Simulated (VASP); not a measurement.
The system is KC2.

```
K C
1.0
    -2.02576    2.02576    3.32246
     2.02576   -2.02576    3.32246
     2.02576    2.02576   -3.32246
K C
1 2
Direct
  0.00000 0.00000 0.00000
  0.59300 0.59300 0.00000
  0.40700 0.40700 0.00000
```

| Quantity | Value |
| --- | --- |
| Program | VASP 6.6.1 |
| Task | relaxation of cell and atoms |
| Functional | PBE |
| Potentials or basis | VASP PAW PBE potentials, release 64 (K_sv, C) |
| Cutoff | 600 eV |
| k mesh | 6 × 6 × 6 |
| Occupations | gaussian, width 0.1 eV |
| Spin | no spin polarisation |

At the start: pressure 8.8 GPa; volume 18.18 Å³/atom.

**Question.** Where does the relaxation end?

**Answer.** Over 9 steps the energy falls by 100.3 meV/atom and the volume is 23.72 Å³/atom (+30.5 %); space group I4/mmm (No. 139, to 0.05 Å).

The path:
```tsv
step	energy change (eV)	largest force (eV/Å)	pressure (GPa)	volume (Å³)
1	0.0000	1.5188	8.83	54.54
2	0.9278	7.8476	-6.78	62.80
3	-0.0404	2.0883	3.77	55.87
4	-0.0438	1.6190	4.48	55.62
5	-0.2439	1.2839	0.85	63.30
6	-0.2951	0.8895	-0.96	71.43
7	0.0811	9.0543	8.14	69.29
8	-0.3008	0.0806	-0.18	71.16
9	-0.3008	0.0241	-0.12	71.15
```

Final structure:
```xyz
3
Lattice="-2.2030 2.2030 3.6651 2.2030 -2.2030 3.6651 2.2030 2.2030 -3.6651" Properties=species:S:1:pos:R:3 pbc="T T T"
K     2.2030    2.2030   -3.6651
C     0.0000    0.0000    4.2967
C     0.0000    0.0000    3.0336
```

Caveat: the k points lie up to 0.34 Å⁻¹ apart in the final cell; the volume moved by over 15 % at a fixed basis, so the end points are rough.
